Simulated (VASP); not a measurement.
# TiAl (P3m1) in VASP: notebook

TiAl is run at these levels: PBE; tasks: single point.

Program: VASP 6.6.1. These are calculated values, not measurements. Logs are shortened: lines on timing, memory, paths and dates and some standing lists are left out, and cuts for length are marked.

## Step 1: The cell of the first run

The structure is trigonal, space group P3m1 (No. 156). The conventional cell has a = 2.809 Å, b = 2.809 Å, c = 4.532 Å, α = 90.00°, β = 90.00°, γ = 120.00°. Within 3.4 Å of Ti (site symmetry 3m) lie 6 Al at 2.56 to 3.02 Å and 6 Ti at 2.81 Å. Al (site symmetry 3m) has 6 Ti at 2.56 to 3.02 Å and 6 Al at 2.81 Å within 3.4 Å.

## Step 2: Single point, PBE (atoms displaced along a vibrational mode, the cell strained)

Input file INCAR:

```
PREC = Accurate ; ENCUT = 520
EDIFF = 1E-7 ; ISMEAR = 0
SIGMA = 0.15 ; LREAL = False
LASPH = True ; NELM = 60
ALGO = Fast ; ISIF = 2
LWAVE = False ; LCHARG = False
GGA = PE ; NBANDS = 14
```

Input file KPOINTS:

```
Automatic mesh
0
Gamma
  18 18 10
```

Input file POSCAR:

```
TiAl
1.0
    2.8090839194      0.0000000000      0.0000000000
   -1.4045419597      2.4327380356      0.0000000000
    0.0000000000      0.0000000000      4.5323683938
Ti Al
1 1
Direct
    0.0000000000      0.0000000000      0.0225539627
    0.3333333333      0.6666666667      0.4599878068
```

Potentials or basis: VASP PAW PBE potentials, release 64 (Ti_sv, Al).

Command:

```bash
> cat potpaw_PBE.64/Ti_sv/POTCAR potpaw_PBE.64/Al/POTCAR > POTCAR
> mpirun -np 1 vasp_std > vasp.out
```

OUTCAR:

```text
PREC = Accurate
   ENCUT = 520
   EDIFF = 1E-7
   ISMEAR = 0
   LREAL = False
   LASPH = True
   NELM = 60
   ISIF = 2
   GGA = PE

 ion  position               nearest neighbor table
   1  0.000  0.000  0.023-   2 2.56   2 2.56   2 2.56   2 3.02   2 3.02   2 3.02
   2  0.333  0.667  0.460-   1 2.56   1 2.56   1 2.56   1 3.02   1 3.02   1 3.02

  LATTYP: Found a hexagonal cell.
 ALAT       =     2.8090839194
 C/A-ratio  =     1.6134684915

  Lattice vectors:

 A1 = (   2.8090839194,   0.0000000000,   0.0000000000)
 A2 = (  -1.4045419597,   2.4327380356,   0.0000000000)
 A3 = (   0.0000000000,   0.0000000000,   4.5323683938)

Analysis of symmetry for initial positions (statically):
=====================================================================
 Subroutine PRICEL returns:
 Original cell was already a primitive cell.

 Routine SETGRP: Setting up the symmetry group for a
 hexagonal supercell.

 Subroutine GETGRP returns: Found  6 space group operations
 (whereof  6 operations were pure point group operations)
 out of a pool of 24 trial point group operations.

The static configuration has the point symmetry C_3v.

Analysis of symmetry for dynamics (positions and initial velocities):
=====================================================================
 Subroutine PRICEL returns:
 Original cell was already a primitive cell.

 Routine SETGRP: Setting up the symmetry group for a
 hexagonal supercell.

 Subroutine GETGRP returns: Found  6 space group operations
 (whereof  6 operations were pure point group operations)
 out of a pool of 24 trial point group operations.

The dynamic configuration has the point symmetry C_3v.

 Subroutine INISYM returns: Found  6 space group operations
 (whereof  6 operations are pure point group operations),
 and found     1 'primitive' translations

----------------------------------------------------------------------------------------

                                     Primitive cell

  volume of cell :      30.9731

  direct lattice vectors                    reciprocal lattice vectors
     2.809083919  0.000000000  0.000000000     0.355987941  0.205529733  0.000000000
    -1.404541960  2.432738036  0.000000000     0.000000000  0.411059467  0.000000000
     0.000000000  0.000000000  4.532368394     0.000000000  0.000000000  0.220635198

  length of vectors
     2.809083919  2.809083919  4.532368394     0.411059467  0.411059467  0.220635198

  position of ions in fractional coordinates (direct lattice)
     0.000000000  0.000000000  0.022553963
     0.333333333  0.666666667  0.459987807

  ion indices of the primitive-cell ions
   primitive index   ion index
                 1           1
                 2           2

----------------------------------------------------------------------------------------

 KPOINTS: Automatic mesh

Automatic generation of k-mesh.
 Grid dimensions read from file:
 generate k-points for:   18   18   10

 Generating k-lattice:

  Cartesian coordinates                     Fractional coordinates (reciprocal lattice)
     0.019777108  0.011418319  0.000000000     0.055555556 -0.000000000  0.000000000
     0.000000000  0.022836637  0.000000000     0.000000000  0.055555556  0.000000000
     0.000000000  0.000000000  0.022063520     0.000000000  0.000000000  0.100000000

  Length of vectors
     0.022836637  0.022836637  0.022063520

  Shift w.r.t. Gamma in fractional coordinates (k-lattice)
     0.000000000  0.000000000  0.000000000

 Subroutine IBZKPT returns following result:
 ===========================================

 Found    330 irreducible k-points:

 Following reciprocal coordinates:
            Coordinates               Weight
  0.000000  0.000000  0.000000      1.000000
  0.055556  0.000000  0.000000      6.000000
  0.111111  0.000000  0.000000      6.000000
  0.166667  0.000000  0.000000      6.000000
  0.222222  0.000000  0.000000      6.000000
  0.277778  0.000000  0.000000      6.000000
[... 16 lines left out ...]
  0.333333  0.111111  0.000000     12.000000
  0.388889  0.111111  0.000000     12.000000
 [... further k-points ...]
   k-points           NKPTS =    330   k-points in BZ     NKDIM =    330   number of bands    NBANDS=     14
   number of dos      NEDOS =    301   number of ions     NIONS =      2
   total plane-waves  NPLWV =  20736
   dimension x,y,z NGX =    24 NGY =   24 NGZ =   36
   dimension x,y,z NGXF=    48 NGYF=   48 NGZF=   72
   ions per type =               1   1
   NGX,Y,Z   is equivalent  to a cutoff of  14.20, 14.20, 13.20 a.u.
   NGXF,Y,Z  is equivalent  to a cutoff of  28.41, 28.41, 26.41 a.u.
 SYSTEM =  unknown system
   PREC   = accura    normal or accurate (medium, high low for compatibility)
   ISTART =      0    job   : 0-new  1-cont  2-samecut
   ICHARG =      2    charge: 1-file 2-atom 10-const
   ISPIN  =      1    spin polarized calculation?
   LNONCOLLINEAR =      F non collinear calculations
   LSORBIT =      F    spin-orbit coupling
   LASPH  =      T    aspherical Exc in radial PAW
   ENCUT  =  520.0 eV  38.22 Ry    6.18 a.u.   5.22  5.22  8.43*2*pi/ulx,y,z
   NELM   =     60;   NELMIN=  2; NELMDL= -5     # of ELM steps
   EDIFF  = 0.1E-06   stopping-criterion for ELM
   LREAL  =      F    real-space projection
   EDIFFG = 0.1E-05   stopping-criterion for IOM
   NSW    =      0    number of steps for IOM
   IBRION =     -1    ionic relax: 0-MD 1-quasi-New 2-CG
   NFREE  =      0    steps in history (QN), initial steepest desc. (CG)
   ISIF   =      2    stress and relaxation
   ISYM   =      2    0-nonsym 1-usesym 2-fastsym
   POTIM  = 0.5000    time-step for ionic-motion
   TEBEG  =    0.0;   TEEND  =   0.0 temperature during run
   PSTRESS=    0.0 pullay stress
   NELECT =      15.0000    total number of electrons
   NUPDOWN=      -1.0000    fix difference up-down
   EMIN   =  10.00;   EMAX   =-10.00  energy-range for DOS
   EFERMI =   0.00;   METHOD = LEGACY
   ISMEAR =     0;   SIGMA  =   0.15  broadening in eV -4-tet -1-fermi 0-gaus
   EFERMI_NEDOS =   21; number of points for ismear=-14 and -15
   IALGO  =     68    algorithm
   IMIX   =      4    mixing-type and parameters
     AMIX     =   0.40;   BMIX     =  1.00
     AMIX_MAG =   1.60;   BMIX_MAG =  1.00
  volume/ion in A,a.u.               =      15.49       104.51
  Fermi-wavevector in a.u.,A,eV,Ry     =   1.285613  2.429456 22.487710  1.652800
  Thomas-Fermi vector in A             =   2.417737
   LORBIT       =      0    0 simple, 1 ext, 2 COOP (PROOUT), +10 PAW based schemes
   GGA     = PE    functional components
   LHFCALC =     F    Hartree Fock is set to
   AEXX    =    0.0000 exact exchange contribution
   IVDW    =     0    specifies the selected vdW correction
   LEPSILON=     F    determine dielectric tensor
   LRPA    =     F    only Hartree local field effects (RPA)
 non-spin polarized calculation
 RMM-DIIS sequential band-by-band and
 Gauss-broadening in eV      SIGMA  =   0.15
  energy-cutoff  :      520.00
  volume of cell :       30.97
 maximum number of plane-waves:       848
 NGX is ok and might be reduce to    24
   NGX = 11   NGY = 11   NGZ = 17

 number of electron      14.9999999 magnetization

 Free energy of the ion-electron system (eV)
  ---------------------------------------------------
  ext. energy  EPLUGINS =         0.00000000
  ---------------------------------------------------
  free energy    TOTEN  =       -11.60444238 eV

  energy without entropy =      -11.57511847  energy(sigma->0) =      -11.58978043

 E-fermi :   8.6014     XC(G=0): -11.2077

 val. band max:        8.5977650230   @ k =   0.3889   0.2222   0.4000
 cond. band min:       8.6027234523   @ k =  -0.1111   0.3889   0.2000
 fundamental gap:      0.0049584293
 Fermi energy:         8.6014426038

 k-point     1 :       0.0000    0.0000    0.0000
  band No.  band energies     occupation
      1     -47.7304      2.00000
      2     -24.0713      2.00000
      3     -23.5870      2.00000
      4     -23.5870      2.00000
      5      -0.6356      2.00000
      6       6.0748      2.00000
      7       7.1076      2.00000
      8       9.8986      0.00000
      9       9.8986      0.00000
     10      11.5218      0.00000
     11      11.5218      0.00000
     12      12.9979      0.00000
     13      21.9877      0.00000
     14      21.9894      0.00000

 k-point     2 :       0.0556    0.0000    0.0000
  band No.  band energies     occupation
      1     -47.7267      2.00000
      2     -24.0677      2.00000
      3     -23.6092      2.00000
      4     -23.5920      2.00000
      5      -0.5553      2.00000
      6       6.1559      2.00000
      7       7.1132      2.00000
      8       9.8129      0.00000
      9       9.9668      0.00000
     10      11.4970      0.00000
     11      11.5422      0.00000
     12      13.0183      0.00000
     13      20.7163      0.00000
     14      21.2900      0.00000

 k-point     3 :       0.1111    0.0000    0.0000
  band No.  band energies     occupation
      1     -47.7161      2.00000
      2     -24.0573      2.00000
      3     -23.6729      2.00000
      4     -23.6062      2.00000
      5      -0.3161      2.00000
      6       6.3800      2.00000
      7       7.1371      2.00000
      8       9.5793      0.00000
      9      10.1670      0.00000
     10      11.4269      0.00000
     11      11.6042      0.00000
     12      13.0756      0.00000
     13      18.8642      0.00000
     14      20.3774      0.00000

 k-point     4 :       0.1667    0.0000    0.0000
  band No.  band energies     occupation
      1     -47.6999      2.00000
      2     -24.0413      2.00000
      3     -23.7695      2.00000
      4     -23.6279      2.00000
      5       0.0773      2.00000
      6       6.6659      2.00000
      7       7.2167      2.00000
      8       9.2616      0.00000
      9      10.4848      0.00000
     10      11.3243      0.00000
     11      11.7078      0.00000
     12      13.1579      0.00000
     13      17.0676      0.00000
     14      19.5500      0.00000

 k-point     5 :       0.2222    0.0000    0.0000
  band No.  band energies     occupation
      1     -47.6800      2.00000
      2     -24.0217      2.00000
      3     -23.8866      2.00000
      4     -23.6544      2.00000
      5       0.6173      2.00000
      6       6.8471      2.00000
      7       7.4130      2.00000
      8       8.9560      0.00083
      9      10.8786      0.00000
     10      11.2243      0.00000
     11      11.8457      0.00000
[... 276 lines left out ...]
 k-point    22 :       0.2778    0.1111    0.0000
  band No.  band energies     occupation
      1     -47.6332      2.00000
      2     -24.1208      2.00000
      3     -23.9753      2.00000
      4     -23.7512      2.00000
      5       2.3164      2.00000
      6       6.9532      2.00000
      7       7.6225      2.00000
      8       8.4991      1.66524
      9      10.5107      0.00000
     10      11.5027      0.00000
     11      12.7948      0.00000
     12      13.2686      0.00000
     13      14.1962      0.00000
     14      15.7599      0.00000

 k-point    23 :       0.3333    0.1111    0.0000
  band No.  band energies     occupation
      1     -47.6177      2.00000
      2     -24.2002      2.00000
      3     -23.9601      2.00000
      4     -23.7788      2.00000
      5       3.2185      2.00000
      6       6.8167      2.00000
      7       7.3903      2.00000
      8       8.1716      1.99995
      9      10.3212      0.00000
     10      11.6499      0.00000
     11      13.0461      0.00000
     12      13.3635      0.00000
     13      14.4204      0.00000
     14      15.5168      0.00000

 k-point    24 :       0.3889    0.1111    0.0000
  band No.  band energies     occupation
      1     -47.6075      2.00000
      2     -24.2517      2.00000
      3     -23.9502      2.00000
      4     -23.7968      2.00000
      5       4.1849      2.00000
      6       6.2659      2.00000
      7       7.3329      2.00000
      8       7.7645      2.00000
      9      10.1910      0.00000
     10      11.9324      0.00000
     11      13.0509      0.00000
     12      13.6603      0.00000
     13      14.6087      0.00000
     14      15.5355      0.00000

 [... further k-points ...]

------------------------ aborting loop because EDIFF is reached ----------------------------------------

  FORCE on cell =-STRESS in cart. coord.  units (eV):
  Direction    XX          YY          ZZ          XY          YZ          ZX
  --------------------------------------------------------------------------------------
  -------------------------------------------------------------------------------------
  Total        2.3397665      2.3397665      3.5062714      0.0000000      0.0000000      0.0000000
  in kB      121.0313411    121.0313412    181.3722531      0.0000000      0.0000000      0.0000000
  external PRESSURE =     141.1449785 kB  Pullay stress =       0.0000000 kB

 VOLUME and BASIS-vectors are now :
 -----------------------------------------------------------------------------
  energy-cutoff  :      520.00
  volume of cell :       30.97
      direct lattice vectors                 reciprocal lattice vectors
     2.809083919  0.000000000  0.000000000     0.355987941  0.205529733  0.000000000
    -1.404541960  2.432738036  0.000000000     0.000000000  0.411059467  0.000000000
     0.000000000  0.000000000  4.532368394     0.000000000  0.000000000  0.220635198

 POSITION                                       TOTAL-FORCE (eV/Angst)
 -----------------------------------------------------------------------------------
      0.00000      0.00000      0.10222        -0.000000     -0.000000     -2.746575
     -0.00000      1.62183      2.08483         0.000000      0.000000      2.746575
 -----------------------------------------------------------------------------------
    total drift:                                0.000000     -0.000000      0.000289

  FREE ENERGIE OF THE ION-ELECTRON SYSTEM (eV)
  ---------------------------------------------------
  free  energy   TOTEN  =       -11.6044423823 eV

  energy  without entropy=      -11.5751184715  energy(sigma->0) =      -11.58978043
```

Wall time 4.6 min (1 thread of AMD EPYC 9R45 (Zen 5), shared host); peak memory 0.24 GiB.

Results:

| Property | Result |
| --- | --- |
| Free energy | -11.6044 eV |
| Pressure | 14.1 GPa |
| Largest force | 2.747 eV/Å |
| Band gap on the k mesh | zero (an odd number of electrons rules out a gap without spin polarisation) |

Forces on the atoms (eV/Å):
```
Ti   0.000  0.000 -2.747
Al   0.000  0.000  2.747
```

Caveat: the cell differs from its parent crystal (atoms displaced along a vibrational mode, the cell strained); the stress differs along the axes, from 12 to 18 GPa; forces of over 1 eV/Å act on the atoms, so gaps and moduli don't describe the material at rest.

## Step 3: Single point, PBE (atoms displaced along a vibrational mode, the cell strained)

Input file INCAR:

```
  PREC = Accurate
  ENCUT = 520
  EDIFF = 1E-6
  ISMEAR = 0
  SIGMA = 0.15
  LREAL = False
  LASPH = True
  NELM = 80
  ALGO = Fast
  ISIF = 2
  LWAVE = False
  LCHARG = False
  GGA = PE
  NBANDS = 14
```

KPOINTS is that of step 2.

Input file POSCAR:

```
TiAl
1.0
    2.8090839194      0.0000000000      0.0000000000
   -1.4045419597      2.4327380356      0.0000000000
    0.0000000000      0.0000000000      4.5323683938
Ti Al
1 1
Direct
    0.0000000000      0.0000000000      0.0150359751
    0.3333333333      0.6666666667      0.4733252045
```

Potentials or basis: VASP PAW PBE potentials, release 64 (Ti_sv, Al).

Command:

```bash
> cat potpaw_PBE.64/Ti_sv/POTCAR potpaw_PBE.64/Al/POTCAR > POTCAR
> mpirun -np 1 vasp_std > vasp.out
```

Wall time 3.1 min (1 thread of AMD EPYC 9R45 (Zen 5), shared host); peak memory 0.24 GiB.

The run converged. Its results:

| Item | Value |
| --- | --- |
| Free energy | -11.8658 eV |
| Pressure | 11.3 GPa |
| Largest force | 1.778 eV/Å |
| Band gap on the k mesh | zero (an odd number of electrons rules out a gap without spin polarisation) |

Forces in eV/Å, atoms in the order of the input:
```
Ti   0.000  0.000 -1.778
Al   0.000  0.000  1.778
```

Stress tensor (GPa, compression positive):
```
10.05  0.00  0.00
 0.00 10.05  0.00
 0.00  0.00 13.77
```

Levels at points of the mesh, in eV from the Fermi level:
| k point | band 3 | band 4 | band 5 | band 6 | band 7 | band 8 | band 9 | band 10 | band 11 | band 12 |
| --- | --- | --- | --- | --- | --- | --- | --- | --- | --- | --- |
| (0.00, 0.00, 0.00) | -32.20 | -32.20 | -9.25 | -2.43 | -1.63 | 1.33 | 1.33 | 2.95 | 2.95 | 4.40 |
| (0.50, 0.00, 0.00) | -32.57 | -32.36 | -3.90 | -2.99 | -1.53 | -1.11 | 2.19 | 4.27 | 4.48 | 4.49 |
| (0.00, 0.00, 0.50) | -32.20 | -32.20 | -8.27 | -5.38 | -0.42 | 1.34 | 1.34 | 2.86 | 2.86 | 7.22 |
| (0.50, 0.00, 0.50) | -32.57 | -32.36 | -3.90 | -2.58 | -1.85 | 0.68 | 1.07 | 1.97 | 3.30 | 4.27 |

Caveat: the cell differs from its parent crystal (atoms displaced along a vibrational mode, the cell strained); the cell stands under pressure; forces of over 1 eV/Å act on the atoms, so gaps and moduli don't describe the material at rest.
